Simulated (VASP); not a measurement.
Here is a VASP 6.6.1 calculation.

INCAR

```
SYSTEM = ZrH4
PREC = Accurate
ENCUT = 520
EDIFF = 1E-6
ISMEAR = 0
SIGMA = 0.2
LREAL = .FALSE.
LASPH = .TRUE.
NELM = 60
ALGO = Normal
ISIF = 2
LWAVE = .FALSE.
LCHARG = .FALSE.
GGA = PE
NBANDS = 27
```

Contents of KPOINTS:

```
regular mesh
0
G
  6 6 4
  0 0 0
```

The input POSCAR:

```
ZrH4
1.0
   -3.6499562083      0.0002725509     -0.0057375276
   -0.0086242415     -0.0014098268     -3.8718067682
    0.0009877941     -5.7483382946     -0.0035678552
Zr H
2 8
Direct
    0.5458564073      0.5245699193      0.5104072420
    1.0460311988      0.5247951423      1.0562230054
    0.0507673707      0.4744989805      0.6913102552
    0.3025300147      0.2472153995      0.2803702204
    0.0527078414      0.7243739976      0.3805310520
    0.5525186861      0.7242880211      0.1855120534
    0.5477073354      1.0295912669      0.6067622017
    1.0479933069      1.0302354075     -0.0398223368
    0.5508218758      0.4732920265      0.8752533719
    0.8030659631      0.2471398391      0.2867862680
```

Potentials or basis: VASP PAW PBE potentials, release 64 (Zr_sv, H).

The run is started by

```sh
$ cat potpaw_PBE.64/Zr_sv/POTCAR potpaw_PBE.64/H/POTCAR > POTCAR
$ mpirun -np 1 vasp_std > vasp.out
```

(1) Predict the band gap on the k mesh.

(2) What does it give for the largest force?

(3) Estimate the pressure.

Results:

(1) 0.15 eV (least direct gap 0.31 eV).

(2) 0.016 eV/Å.

(3) -0.2 GPa.
